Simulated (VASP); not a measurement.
Write the native input for VASP 6.6.1 that does the following.

```yaml
Task: single point
Functional: PBE
Potentials_or_basis: VASP PAW PBE potentials, release 64 (Te, Sn_d)
Cutoff: 500 eV
k_mesh: 7 × 7 × 7
Occupations: gaussian, width 0.025 eV
Spin: no spin polarisation
Dipole_correction: no
Further_INCAR_settings: ALGO = Normal; EDIFF = 1e-06; NBANDS = 17
```

The structure of SnTe lies in POSCAR:

```
SnTe
1.0
    3.9047000000      0.0000000000      0.0000000000
    0.0000000000      3.9047000000      0.0000000000
    0.0000000000      0.0000000000      3.9047000000
Te Sn
1 1
Direct
    0.5000000000      0.5000000000      0.5000000000
    0.0000000000      0.0000000000      0.0000000000
```

One way to write it, as run:

INCAR

```
PREC = Accurate
ENCUT = 500
EDIFF = 1E-6
ISMEAR = 0
SIGMA = 0.025
LREAL = False
LASPH = True
NELM = 120
ALGO = Normal
ISIF = 2
LWAVE = False
LCHARG = False
GGA = PE
NBANDS = 17
GGA_COMPAT = False
```

KPOINTS

```
regular mesh
0
Gamma
  7 7 7
```

Potentials or basis: VASP PAW PBE potentials, release 64 (Te, Sn_d).

Command:

```sh
$ cat potpaw_PBE.64/Te/POTCAR potpaw_PBE.64/Sn_d/POTCAR > POTCAR
$ mpirun -np 1 vasp_std > vasp.out
```

It gave:

```
Pressure               : -1.1 GPa
Band gap on the k mesh : zero (bands 10 and 11 overlap by 1.03 eV)
```

Caveat: spin-orbit coupling is left out, which moves the levels of the heavy elements.

Wall time 17 s on 1 thread of Intel(R) Xeon(R) Platinum 8488C (Sapphire Rapids), on a shared host, peak memory 0.16 GiB.
